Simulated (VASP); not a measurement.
# Au (P6/mmm) in VASP: a series of runs

The runs below take Au through relaxation of cell and atoms, with PBE.

Program: VASP 6.6.1. These are calculated values, not measurements. Logs are shortened: lines on timing, memory, paths and dates and some standing lists are left out, and cuts for length are marked.

## (1) The cell of the first run

It takes space group P6/mmm (No. 191, hexagonal). The conventional cell has a = 4.638 Å, b = 4.638 Å, c = 2.876 Å, α = 90.00°, β = 90.00°, γ = 120.00°. Within 3.8 Å of Au (site symmetry 6/mmm) lie 14 Au at 2.88 to 3.04 Å. Within 3.5 Å of Au (site symmetry -6m2) lie 11 Au at 2.68 to 3.04 Å.

This isn't the form of Au at room conditions, which is fcc.

## (2) Relaxation of cell and atoms, PBE, target pressure 0.86 GPa, at which the enthalpy is minimised

The input, INCAR:

```
ALGO = Normal ; EDIFF = 1E-6
EDIFFG = -0.005 ; ENCUT = 600
GGA = PE ; IBRION = 2
ISIF = 3 ; ISMEAR = -1
LASPH = T ; LCHARG = F
LREAL = F ; LWAVE = F
NELM = 100 ; NSW = 60
PREC = Accurate ; PSTRESS = 8.6
SIGMA = 0.08
```

The input, KPOINTS:

```
k-points
0
Gamma
  8 8 11
```

The input, POSCAR:

```
Au
1.0
    4.6383999737      0.0000000000      0.0000000000
   -2.3191999868      4.0169722101      0.0000000000
    0.0000000000      0.0000000000      2.8758079837
Au
3
Direct
    0.0000000000      0.0000000000      0.0000000000
    0.3333333333      0.6666666667      0.5000000000
    0.6666666667      0.3333333333      0.5000000000
```

Potentials or basis: VASP PAW PBE potentials, release 64 (Au).

Started as:

```
$ cat potpaw_PBE.64/Au/POTCAR > POTCAR
$ mpirun -np 1 vasp_std > vasp.out
```

OUTCAR:

```text
EDIFF = 1E-6
   EDIFFG = -0.005
   ENCUT = 600
   GGA = PE
   IBRION = 2
   ISIF = 3
   ISMEAR = -1
   LASPH = T
   LREAL = F
   NELM = 100
   NSW = 60
   PREC = Accurate
   PSTRESS = 8.6

 ion  position               nearest neighbor table
   1  0.000  0.000  0.000-   2 3.04   3 3.04   2 3.04   3 3.04   2 3.04   2 3.04   3 3.04   3 3.04
                             3 3.04   3 3.04   2 3.04   2 3.04
   2  0.333  0.667  0.500-   3 2.68   3 2.68   3 2.68   1 3.04   1 3.04   1 3.04   1 3.04   1 3.04
                             1 3.04
   3  0.667  0.333  0.500-   2 2.68   2 2.68   2 2.68   1 3.04   1 3.04   1 3.04   1 3.04   1 3.04
                             1 3.04

  LATTYP: Found a hexagonal cell.
 ALAT       =     4.6383999737
 C/A-ratio  =     0.6200000000

  Lattice vectors:

 A1 = (   4.6383999737,   0.0000000000,   0.0000000000)
 A2 = (  -2.3191999868,   4.0169722101,   0.0000000000)
 A3 = (   0.0000000000,   0.0000000000,   2.8758079837)

Analysis of symmetry for initial positions (statically):
=====================================================================
 Subroutine PRICEL returns:
 Original cell was already a primitive cell.

 Routine SETGRP: Setting up the symmetry group for a
 hexagonal supercell.

 Subroutine GETGRP returns: Found 24 space group operations
 (whereof 24 operations were pure point group operations)
 out of a pool of 24 trial point group operations.

The static configuration has the point symmetry D_6h.

Analysis of symmetry for dynamics (positions and initial velocities):
=====================================================================
 Subroutine PRICEL returns:
 Original cell was already a primitive cell.

 Routine SETGRP: Setting up the symmetry group for a
 hexagonal supercell.

 Subroutine GETGRP returns: Found 24 space group operations
 (whereof 24 operations were pure point group operations)
 out of a pool of 24 trial point group operations.

The dynamic configuration has the point symmetry D_6h.

 Subroutine INISYM returns: Found 24 space group operations
 (whereof 24 operations are pure point group operations),
 and found     1 'primitive' translations

----------------------------------------------------------------------------------------

                                     Primitive cell

  volume of cell :      53.5830

  direct lattice vectors                    reciprocal lattice vectors
     4.638399974  0.000000000  0.000000000     0.215591585  0.124471859  0.000000000
    -2.319199987  4.016972210  0.000000000     0.000000000  0.248943719  0.000000000
     0.000000000  0.000000000  2.875807984     0.000000000  0.000000000  0.347728362

  length of vectors
     4.638399974  4.638399974  2.875807984     0.248943719  0.248943719  0.347728362

  position of ions in fractional coordinates (direct lattice)
     0.000000000  0.000000000  0.000000000
     0.333333333  0.666666667  0.500000000
     0.666666667  0.333333333  0.500000000

  ion indices of the primitive-cell ions
   primitive index   ion index
                 1           1
                 2           2
                 3           3

----------------------------------------------------------------------------------------

 KPOINTS: k-points

Automatic generation of k-mesh.
 Grid dimensions read from file:
 generate k-points for:    8    8   11

 Generating k-lattice:

  Cartesian coordinates                     Fractional coordinates (reciprocal lattice)
     0.026948948  0.015558982  0.000000000     0.125000000  0.000000000  0.000000000
     0.000000000  0.031117965  0.000000000     0.000000000  0.125000000  0.000000000
     0.000000000  0.000000000  0.031611669     0.000000000  0.000000000  0.090909091

  Length of vectors
     0.031117965  0.031117965  0.031611669

  Shift w.r.t. Gamma in fractional coordinates (k-lattice)
     0.000000000  0.000000000  0.000000000

 Subroutine IBZKPT returns following result:
 ===========================================

 Found     60 irreducible k-points:

 Following reciprocal coordinates:
            Coordinates               Weight
  0.000000  0.000000  0.000000      1.000000
  0.125000 -0.000000  0.000000      6.000000
  0.250000 -0.000000  0.000000      6.000000
  0.375000 -0.000000  0.000000      6.000000
  0.500000 -0.000000  0.000000      3.000000
  0.125000  0.125000  0.000000      6.000000
[... 16 lines left out ...]
  0.250000 -0.000000  0.181818     12.000000
  0.375000 -0.000000  0.181818     12.000000
 [... further k-points ...]
   k-points           NKPTS =     60   k-points in BZ     NKDIM =     60   number of bands    NBANDS=     20
   number of dos      NEDOS =    301   number of ions     NIONS =      3
   total plane-waves  NPLWV =  38400
   dimension x,y,z NGX =    40 NGY =   40 NGZ =   24
   dimension x,y,z NGXF=    80 NGYF=   80 NGZF=   48
   ions per type =               3
   NGX,Y,Z   is equivalent  to a cutoff of  14.34, 14.34, 13.87 a.u.
   NGXF,Y,Z  is equivalent  to a cutoff of  28.67, 28.67, 27.75 a.u.
 SYSTEM =  unknown system
   PREC   = accura    normal or accurate (medium, high low for compatibility)
   ISTART =      0    job   : 0-new  1-cont  2-samecut
   ICHARG =      2    charge: 1-file 2-atom 10-const
   ISPIN  =      1    spin polarized calculation?
   LNONCOLLINEAR =      F non collinear calculations
   LSORBIT =      F    spin-orbit coupling
   LASPH  =      T    aspherical Exc in radial PAW
   ENCUT  =  600.0 eV  44.10 Ry    6.64 a.u.   9.26  9.26  5.74*2*pi/ulx,y,z
   NELM   =    100;   NELMIN=  2; NELMDL= -5     # of ELM steps
   EDIFF  = 0.1E-05   stopping-criterion for ELM
   LREAL  =      F    real-space projection
   EDIFFG = -.5E-02   stopping-criterion for IOM
   NSW    =     60    number of steps for IOM
   IBRION =      2    ionic relax: 0-MD 1-quasi-New 2-CG
   NFREE  =      1    steps in history (QN), initial steepest desc. (CG)
   ISIF   =      3    stress and relaxation
   ISYM   =      2    0-nonsym 1-usesym 2-fastsym
   POTIM  = 0.5000    time-step for ionic-motion
   TEBEG  =    0.0;   TEEND  =   0.0 temperature during run
   PSTRESS=    8.6 pullay stress
   NELECT =      33.0000    total number of electrons
   NUPDOWN=      -1.0000    fix difference up-down
   EMIN   =  10.00;   EMAX   =-10.00  energy-range for DOS
   EFERMI =   0.00;   METHOD = LEGACY
   ISMEAR =    -1;   SIGMA  =   0.08  broadening in eV -4-tet -1-fermi 0-gaus
   EFERMI_NEDOS =   21; number of points for ismear=-14 and -15
   IALGO  =     38    algorithm
   IMIX   =      4    mixing-type and parameters
     AMIX     =   0.40;   BMIX     =  1.00
     AMIX_MAG =   1.60;   BMIX_MAG =  1.00
  volume/ion in A,a.u.               =      17.86       120.53
  Fermi-wavevector in a.u.,A,eV,Ry     =   1.392848  2.632102 26.395664  1.940027
  Thomas-Fermi vector in A             =   2.516551
   LORBIT       =      0    0 simple, 1 ext, 2 COOP (PROOUT), +10 PAW based schemes
   GGA     = PE    functional components
   LHFCALC =     F    Hartree Fock is set to
   AEXX    =    0.0000 exact exchange contribution
   IVDW    =     0    specifies the selected vdW correction
   LEPSILON=     F    determine dielectric tensor
   LRPA    =     F    only Hartree local field effects (RPA)
 conjugate gradient relaxation of ions
 non-spin polarized calculation
  energy-cutoff  :      600.00
  volume of cell :       53.58
 maximum number of plane-waves:      1818
 NGX is ok and might be reduce to    40
   NGX = 19   NGY = 19   NGZ = 11

--------------------------------------- Ionic step        1  -------------------------------------------

 number of electron      33.0000003 magnetization

 Free energy of the ion-electron system (eV)
  ---------------------------------------------------
  ext. energy  EPLUGINS =         0.00000000
  ---------------------------------------------------
  free energy    TOTEN  =        -9.43400520 eV

  energy without entropy =       -9.41332012  energy(sigma->0) =       -9.42366266

------------------------ aborting loop because EDIFF is reached ----------------------------------------

  FORCE on cell =-STRESS in cart. coord.  units (eV):
  Direction    XX          YY          ZZ          XY          YZ          ZX
  --------------------------------------------------------------------------------------
  -------------------------------------------------------------------------------------
  Total        1.9969985      1.9969985      0.1198381      0.0000000      0.0000000      0.0000000
  in kB       59.7119717     59.7119717      3.5832609      0.0000000      0.0000000      0.0000000
  external PRESSURE =      32.4024014 kB  Pullay stress =       8.6000000 kB
[... 141 lines left out ...]
  enthalpy is  TOTEN    =        -9.1800192912 eV   P V=        0.2936244071

--------------------------------------- Ionic step        5  -------------------------------------------

 number of electron      32.9999999 magnetization

 Free energy of the ion-electron system (eV)
  ---------------------------------------------------
  ext. energy  EPLUGINS =         0.00000000
  ---------------------------------------------------
  free energy    TOTEN  =        -9.47352102 eV

  energy without entropy =       -9.45185708  energy(sigma->0) =       -9.46268905

 E-fermi :   8.3759     XC(G=0): -12.3063

 val. band max:        8.3496666454   @ k =   0.3750   0.1250   0.3636
 cond. band min:       8.4063566917   @ k =   0.2500   0.2500   0.2727
 fundamental gap:      0.0566900463
 Fermi energy:         8.3759456810

 k-point     1 :       0.0000    0.0000    0.0000
  band No.  band energies     occupation
      1      -0.7744      2.00000
      2       2.0137      2.00000
      3       3.1518      2.00000
      4       3.5959      2.00000
      5       3.6923      2.00000
      6       3.6923      2.00000
[... 12 lines left out ...]
     19      13.5143      0.00000
[... 513 lines left out ...]
      4       3.0871      2.00000
      5       3.1524      2.00000
      6       3.7374      2.00000
[... 12 lines left out ...]
     19      11.4319      0.00000
     20      16.8949      0.00000

 [... further k-points ...]

------------------------ aborting loop because EDIFF is reached ----------------------------------------

  FORCE on cell =-STRESS in cart. coord.  units (eV):
  Direction    XX          YY          ZZ          XY          YZ          ZX
  --------------------------------------------------------------------------------------
  -------------------------------------------------------------------------------------
  Total        0.2852321      0.2852321      0.2944435      0.0000000     -0.0000000      0.0000000
  in kB        8.3584573      8.3584573      8.6283893      0.0000000     -0.0000000      0.0000000
  external PRESSURE =      -0.1515654 kB  Pullay stress =       8.6000000 kB
[... 18 lines left out ...]
  FREE ENERGIE OF THE ION-ELECTRON SYSTEM (eV)
  ---------------------------------------------------
  free  energy   TOTEN  =        -9.4735210215 eV

  energy  without entropy=       -9.4518570815  energy(sigma->0) =       -9.46268905

  enthalpy is  TOTEN    =        -9.1800462796 eV   P V=        0.2934747419

 reached required accuracy - stopping structural energy minimisation
```

Run time: 3.9 min. Hardware: 1 thread of Intel Xeon 8259CL, shared host; peak memory 0.24 GiB.

What came out:

- Free energy: -9.4735 eV
- Relaxed volume: 18.22 Å³/atom
- Relaxed cell: a = 4.728 Å, b = 4.728 Å, c = 2.825 Å, α = 90.00°, β = 90.00°, γ = 120.00°
- Space group after relaxing (to 0.1 Å): P6/mmm (No. 191)
- Energy change on relaxing (the run minimises the enthalpy): -13.2 meV/atom
- Ionic steps: 5
- Pressure after relaxing: 0.8 GPa
- Band gap on the k mesh: zero (an odd number of electrons rules out a gap without spin polarisation)

Step by step:
| step | energy change (eV) | largest force (eV/Å) | pressure (GPa) | volume (Å³) |
| --- | --- | --- | --- | --- |
| 1 | 0.0000 | 0.0000 | 4.10 | 53.58 |
| 2 | -0.0256 | 0.0000 | -3.12 | 56.42 |
| 3 | -0.0336 | 0.0000 | -0.24 | 55.14 |
| 4 | -0.0396 | 0.0000 | 0.77 | 54.70 |
| 5 | -0.0395 | 0.0000 | 0.84 | 54.67 |

Final structure:
```cif
data_structure
_symmetry_space_group_name_H-M 'P 1'
_symmetry_Int_Tables_number 1
_cell_length_a 4.7276
_cell_length_b 4.7276
_cell_length_c 2.8247
_cell_angle_alpha 90.000
_cell_angle_beta 90.000
_cell_angle_gamma 120.000
_cell_volume 54.67
loop_
_atom_site_label
_atom_site_type_symbol
_atom_site_fract_x
_atom_site_fract_y
_atom_site_fract_z
_atom_site_occupancy
Au1 Au 0.00000 0.00000 0.00000 1
Au2 Au 0.33333 0.66667 0.50000 1
Au3 Au 0.66667 0.33333 0.50000 1
```

Caveat: the cell is relaxed towards a set pressure, so the run minimises the enthalpy, not the energy; spin-orbit coupling is left out, which moves the levels of the heavy elements.

## (3) Relaxation of cell and atoms, PBE, target pressure 0.86 GPa, at which the enthalpy is minimised

This run uses another cell than the first one, of 18.25 Å³/atom.

The input, INCAR:

```
SYSTEM = Au
PREC = Accurate
ENCUT = 600
EDIFF = 1E-6
ISMEAR = -1
SIGMA = 0.08
LREAL = .FALSE.
LASPH = .TRUE.
NELM = 60
ALGO = Normal
ISIF = 3
LWAVE = .FALSE.
LCHARG = .FALSE.
GGA = PE
IBRION = 2
NSW = 32
EDIFFG = -0.005
PSTRESS = 8.6
```

The input, KPOINTS:

```
regular mesh
0
G
  8 8 11
  0 0 0
```

The input, POSCAR:

```
Au
1.0
    4.7293444166      0.0000000000      0.0000000000
   -2.3646722083      4.0957324080      0.0000000000
    0.0000000000      0.0000000000      2.8257848490
Au
3
Direct
    0.0000000000      0.0000000000      0.0000000000
    0.3333333333      0.6666666667      0.5000000000
    0.6666666667      0.3333333333      0.5000000000
```

Potentials or basis: VASP PAW PBE potentials, release 64 (Au).

Started as:

```
$ cat potpaw_PBE.64/Au/POTCAR > POTCAR
$ mpirun -np 1 vasp_std > vasp.out
```

Wall time 2.3 min (1 thread of Intel Xeon 8259CL, shared host); peak memory 0.23 GiB.

Results (log left out):

| Quantity | Value |
| --- | --- |
| Free energy | -9.4739 eV |
| Relaxed volume | 18.22 Å³/atom |
| Relaxed cell | a = 4.728 Å, b = 4.728 Å, c = 2.825 Å, α = 90.00°, β = 90.00°, γ = 120.00° |
| Space group after relaxing (to 0.1 Å) | P6/mmm (No. 191) |
| Energy change on relaxing (the run minimises the enthalpy) | +0.1 meV/atom |
| Ionic steps | 3 |
| Pressure after relaxing | 0.9 GPa |
| Band gap on the k mesh | zero (an odd number of electrons rules out a gap without spin polarisation) |

The path:
```tsv
step	energy change (eV)	largest force (eV/Å)	pressure (GPa)	volume (Å³)
1	0.0000	0.0000	0.70	54.74
2	0.0008	0.0000	1.05	54.59
3	0.0003	0.0000	0.87	54.67
```

Final structure:
```cif
data_structure
_symmetry_space_group_name_H-M 'P 1'
_symmetry_Int_Tables_number 1
_cell_length_a 4.7275
_cell_length_b 4.7275
_cell_length_c 2.8247
_cell_angle_alpha 90.000
_cell_angle_beta 90.000
_cell_angle_gamma 120.000
_cell_volume 54.67
loop_
_atom_site_label
_atom_site_type_symbol
_atom_site_fract_x
_atom_site_fract_y
_atom_site_fract_z
_atom_site_occupancy
Au1 Au 0.00000 0.00000 0.00000 1
Au2 Au 0.33333 0.66667 0.50000 1
Au3 Au 0.66667 0.33333 0.50000 1
```

Levels at points of the mesh, in eV from the Fermi level:
| k point | band 13 | band 14 | band 15 | band 16 | band 17 | band 18 | band 19 | band 20 |
| --- | --- | --- | --- | --- | --- | --- | --- | --- |
| (0.00, 0.00, 0.00) | -3.22 | -3.22 | -1.79 | -1.79 | 2.74 | 3.57 | 5.14 | 5.14 |
| (0.50, 0.00, 0.00) | -2.23 | -2.19 | -2.18 | -1.97 | -1.73 | -0.41 | 3.03 | 10.89 |

Caveat: the cell is relaxed towards a set pressure, so the run minimises the enthalpy, not the energy; spin-orbit coupling is left out, which moves the levels of the heavy elements.
